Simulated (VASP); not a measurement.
# Cd (Fm-3m) in VASP: a series of runs, part 2 of 2

VASP 6.6.1. Earlier steps stand in the parts before.

## (6) Single point, r2SCAN

Input file POSCAR:

```
Cd
1.0
    0.0000000000      2.2157649465      2.2157649465
    2.2157649465      0.0000000000      2.2157649465
    2.2157649465      2.2157649465      0.0000000000
Cd
1
Direct
    0.0000000000      0.0000000000      0.0000000000
```

Input file INCAR.step1:

```
SYSTEM = Cd
PREC = Accurate ; ENCUT = 550
ISMEAR = -1 ; SIGMA = 0.1
LREAL = .False. ; LASPH = .True.
NELM = 120 ; NBANDS = 12
GGA = PE ; ALGO = Normal
EDIFF = 1E-5 ; LWAVE = .True.
LCHARG = .False. ; GGA_COMPAT = .False.
```

Input file INCAR.step2:

```
SYSTEM = Cd
PREC = Accurate ; ENCUT = 550
EDIFF = 1E-6 ; ISMEAR = -1
SIGMA = 0.1 ; LREAL = .False.
LASPH = .True. ; NELM = 120
ALGO = Normal ; ISIF = 2
LWAVE = .False. ; LCHARG = .False.
METAGGA = R2SCAN ; LMIXTAU = .True.
NBANDS = 12 ; ISTART = 1
GGA_COMPAT = .False.
```

Input file KPOINTS:

```
regular mesh
0
Gamma
  20 20 20
  0 0 0
```

Potentials or basis: VASP PAW PBE potentials, release 64 (Cd).

Command:

```
$ cat potpaw_PBE.64/Cd/POTCAR > POTCAR
$ cp INCAR.step1 INCAR
$ mpirun -np 1 vasp_std > vasp.out
$ cp INCAR.step2 INCAR
$ mpirun -np 1 vasp_std > vasp.out
```

Run time: 2.4 min. Hardware: 1 thread of Intel Xeon 8259CL, shared host; peak memory 0.2 GiB.

The run converged. Its results:

- Free energy: -20.0827 eV
- Pressure: 0.2 GPa
- Band gap on the k mesh: zero (bands 6 and 7 overlap by 3.45 eV)

Levels at points of the mesh, in eV from the Fermi level:
```csv
k point,band 3,band 4,band 5,band 6,band 7,band 8,band 9,band 10
"(0.00, 0.00, 0.00)",-9.61,-9.19,-9.15,-9.15,14.42,15.73,15.73,15.73
"(0.50, 0.00, 0.00)",-9.61,-8.76,-8.76,-2.45,-1.34,13.23,13.23,13.65
"(0.50, 0.50, 0.00)",-8.79,-8.66,-8.66,-0.92,1.56,7.16,7.16,11.31
```

Caveat: the PAW data sets were made with another functional, which shifts forces and pressure a little.

## (7) Relaxation of cell and atoms, r2SCAN

This run uses another cell than the first one, of 21.59 Å³/atom.

Input file POSCAR:

```
Cd
1.0
    0.0000000000      2.2099191412      2.2099191412
    2.2099191412      0.0000000000      2.2099191412
    2.2099191412      2.2099191412      0.0000000000
Cd
1
Direct
    0.0000000000      0.0000000000      0.0000000000
```

Input file INCAR.step1:

```
SYSTEM = Cd
PREC     = Accurate       ! precision mode
ENCUT    = 550            ! plane-wave cutoff, eV
ISMEAR   = -1             ! smearing method
SIGMA    = 0.1            ! smearing width, eV
LREAL    = .FALSE.        ! projectors in reciprocal space
LASPH    = .TRUE.         ! aspherical terms in the spheres
NELM     = 120            ! most SCF steps
GGA      = PE             ! functional
ALGO     = Normal         ! electronic algorithm
EDIFF    = 1E-5           ! SCF threshold, eV
LWAVE    = .TRUE.         ! write WAVECAR
LCHARG   = .FALSE.        ! write CHGCAR
GGA_COMPAT= .FALSE.      
IBRION   = 2              ! ionic algorithm
ISIF     = 3              ! what is computed and relaxed
EDIFFG   = -0.005         ! ionic threshold
NELMIN   = 4            
NSW      = 100            ! ionic steps
```

Input file INCAR.step2:

```
SYSTEM = Cd
PREC     = Accurate       ! precision mode
ENCUT    = 550            ! plane-wave cutoff, eV
EDIFF    = 1E-7           ! SCF threshold, eV
ISMEAR   = -1             ! smearing method
SIGMA    = 0.1            ! smearing width, eV
LREAL    = .FALSE.        ! projectors in reciprocal space
LASPH    = .TRUE.         ! aspherical terms in the spheres
NELM     = 120            ! most SCF steps
ALGO     = Normal         ! electronic algorithm
ISIF     = 3              ! what is computed and relaxed
LWAVE    = .FALSE.        ! write WAVECAR
LCHARG   = .FALSE.        ! write CHGCAR
METAGGA  = R2SCAN         ! meta-GGA
LMIXTAU  = .TRUE.       
IBRION   = 2              ! ionic algorithm
NSW      = 80             ! ionic steps
EDIFFG   = -0.01          ! ionic threshold
ISTART   = 1            
GGA_COMPAT= .FALSE.      
NELMIN   = 4
```

Input file KPOINTS:

```
regular mesh
0
G
  12 12 12
  0 0 0
```

Potentials or basis: VASP PAW PBE potentials, release 64 (Cd).

Command:

```
$ cat potpaw_PBE.64/Cd/POTCAR > POTCAR
$ cp INCAR.step1 INCAR
$ mpirun -np 1 vasp_std > vasp.out
$ cp INCAR.step2 INCAR
$ mpirun -np 1 vasp_std > vasp.out
```

OUTCAR:

```text
SYSTEM = Cd
   PREC = Accurate
   ENCUT = 550
   EDIFF = 1E-7
   ISMEAR = -1
   LREAL = .FALSE.
   LASPH = .TRUE.
   NELM = 120
   ISIF = 3
   METAGGA = R2SCAN
   IBRION = 2
   NSW = 80
   EDIFFG = -0.01
   ISTART = 1
   NELMIN = 4

 ion  position               nearest neighbor table
   1  0.000  0.000  0.000-

  LATTYP: Found a face centered cubic cell.
 ALAT       =     4.4198382824

  Lattice vectors:

 A1 = (   0.0000000000,   2.2099191412,   2.2099191412)
 A2 = (   2.2099191412,   0.0000000000,   2.2099191412)
 A3 = (   2.2099191412,   2.2099191412,   0.0000000000)

Analysis of symmetry for initial positions (statically):
=====================================================================
 Subroutine PRICEL returns:
 Original cell was already a primitive cell.

 Routine SETGRP: Setting up the symmetry group for a
 face centered cubic supercell.

 Subroutine GETGRP returns: Found 48 space group operations
 (whereof 48 operations were pure point group operations)
 out of a pool of 48 trial point group operations.

[... 210 lines left out ...]
 Fermi energy:         2.7576414028

 k-point     1 :       0.0000    0.0000    0.0000
  band No.  band energies     occupation
      1      -6.7936      2.00000
      2      -6.7936      2.00000
      3      -6.7936      2.00000
      4      -6.3412      2.00000
      5      -6.3334      2.00000
      6      -6.3334      2.00000
      7      17.2076      0.00000
      8      18.4784      0.00000
      9      18.4784      0.00000
     10      18.4784      0.00000
[... 287 lines left out ...]
 k-point    24 :      -0.4167    0.1667    0.0000
  band No.  band energies     occupation
      1      -7.1303      2.00000
      2      -6.8475      2.00000
      3      -6.6122      2.00000
      4      -6.2374      2.00000
      5      -6.0091      2.00000
      6       0.8062      2.00000
      7       2.4373      1.92189
      8      11.0525      0.00000
      9      14.2733      0.00000
     10      15.7958      0.00000

 [... further k-points ...]

------------------------ aborting loop because EDIFF is reached ----------------------------------------

  FORCE on cell =-STRESS in cart. coord.  units (eV):
  Direction    XX          YY          ZZ          XY          YZ          ZX
  --------------------------------------------------------------------------------------
  -------------------------------------------------------------------------------------
  Total       -0.0042045     -0.0042045     -0.0042045     -0.0000000     -0.0000000     -0.0000000
  in kB       -0.3080434     -0.3080434     -0.3080434     -0.0000000     -0.0000000     -0.0000000
  external PRESSURE =      -0.3080434 kB  Pullay stress =       0.0000000 kB

 VOLUME and BASIS-vectors are now :
 -----------------------------------------------------------------------------
  energy-cutoff  :      550.00
  volume of cell :       21.87
      direct lattice vectors                 reciprocal lattice vectors
     0.000000000  2.219524635  2.219524635    -0.225273463  0.225273463  0.225273463
     2.219524635  0.000000000  2.219524635     0.225273463 -0.225273463  0.225273463
     2.219524635  2.219524635 -0.000000000     0.225273463  0.225273463 -0.225273463

 POSITION                                       TOTAL-FORCE (eV/Angst)
 -----------------------------------------------------------------------------------
      4.43905      4.43905      4.43905        -0.000000     -0.000000      0.000000
 -----------------------------------------------------------------------------------
    total drift:                               -0.000000     -0.000000      0.000000

  FREE ENERGIE OF THE ION-ELECTRON SYSTEM (eV)
  ---------------------------------------------------
  free  energy   TOTEN  =       -20.0752527971 eV

  energy  without entropy=      -20.0614518313  energy(sigma->0) =      -20.06835231

 reached required accuracy - stopping structural energy minimisation
```

OUTCAR.step1:

```text
SYSTEM = Cd
   PREC = Accurate
   ENCUT = 550
   ISMEAR = -1
   LREAL = .FALSE.
   LASPH = .TRUE.
   NELM = 120
   GGA = PE
[... 597 lines left out ...]
  -------------------------------------------------------------------------------------
  Total       -0.0007978     -0.0007978     -0.0007978      0.0000000     -0.0000000      0.0000000
  in kB       -0.0555103     -0.0555103     -0.0555103      0.0000000     -0.0000000      0.0000000
  external PRESSURE =      -0.0555103 kB  Pullay stress =       0.0000000 kB
[... 16 lines left out ...]
  FREE ENERGIE OF THE ION-ELECTRON SYSTEM (eV)
  ---------------------------------------------------
  free  energy   TOTEN  =        -0.7402647534 eV

  energy  without entropy=       -0.7254979821  energy(sigma->0) =       -0.73288137

 reached required accuracy - stopping structural energy minimisation
```

Run time: 96 s. Hardware: 1 thread of Intel Xeon 8259CL, shared host; peak memory 0.16 GiB.

What came out:

```
Free energy                           : -20.0753 eV
Relaxed volume                        : 21.87 Å³/atom
Relaxed cell                          : a = 3.139 Å, b = 3.139 Å, c = 3.139 Å, α = 60.00°, β = 60.00°, γ = 60.00°
Space group after relaxing (to 0.1 Å) : Fm-3m (No. 225)
Energy gained by relaxing             : 0.5 meV/atom
Ionic steps                           : 2
Pressure after relaxing               : 0.0 GPa
Band gap on the k mesh                : zero (bands 6 and 7 overlap by 3.45 eV)
```

The path:
```csv
step,energy change (eV),largest force (eV/Å),pressure (GPa),volume (Å³)
1,0.0000,0.0000,0.67,21.59
2,-0.0005,0.0000,-0.03,21.87
```

Final structure:
```cif
data_structure
_symmetry_space_group_name_H-M 'P 1'
_symmetry_Int_Tables_number 1
_cell_length_a 3.1389
_cell_length_b 3.1389
_cell_length_c 3.1389
_cell_angle_alpha 60.000
_cell_angle_beta 60.000
_cell_angle_gamma 60.000
_cell_volume 21.87
loop_
_atom_site_label
_atom_site_type_symbol
_atom_site_fract_x
_atom_site_fract_y
_atom_site_fract_z
_atom_site_occupancy
Cd1 Cd 0.00000 0.00000 0.00000 1
```

Levels at points of the mesh, in eV from the Fermi level:
| k point | band 3 | band 4 | band 5 | band 6 | band 7 | band 8 | band 9 | band 10 |
| --- | --- | --- | --- | --- | --- | --- | --- | --- |
| (0.00, 0.00, 0.00) | -9.55 | -9.10 | -9.09 | -9.09 | 14.45 | 15.72 | 15.72 | 15.72 |
| (0.50, 0.00, 0.00) | -9.55 | -8.71 | -8.71 | -2.38 | -1.31 | 13.22 | 13.22 | 13.68 |
| (0.50, 0.50, 0.00) | -8.73 | -8.61 | -8.61 | -0.86 | 1.58 | 7.18 | 7.18 | 11.32 |

Caveat: the PAW data sets were made with another functional, which shifts forces and pressure a little.

## (8) Overview

```tsv
task	cell	k mesh	gap on the mesh (eV)	pressure (GPa)
single point	a = 3.134 Å, angles 60.0°, 1 atom	14 × 14 × 14	none	0.2
single point	a = 3.175 Å, angles 60.0°, 1 atom	14 × 14 × 14	none	-1.8
single point	a = 3.215 Å, angles 60.0°, 1 atom	14 × 14 × 14	none	-3.3
single point	a = 3.254 Å, angles 60.0°, 1 atom	14 × 14 × 14	none	-4.4
single point	a = 3.134 Å, angles 60.0°, 1 atom	20 × 20 × 20	none	0.2
relaxation of cell and atoms	relaxed from a = 3.125 Å, angles 60.0°, 1 atom	12 × 12 × 12	none	0.0
```

Alike in all rows: level r2SCAN; potentials or basis VASP PAW PBE potentials, release 64 (Cd); no spin polarisation; cutoff (eV) 550; smearing fermi-dirac 0.1 eV.

Caveats: the PAW data sets were made with another functional, which shifts forces and pressure a little; the cell stands under tension (at least some runs).

Absolute energies hang on the potentials; compare differences alone.
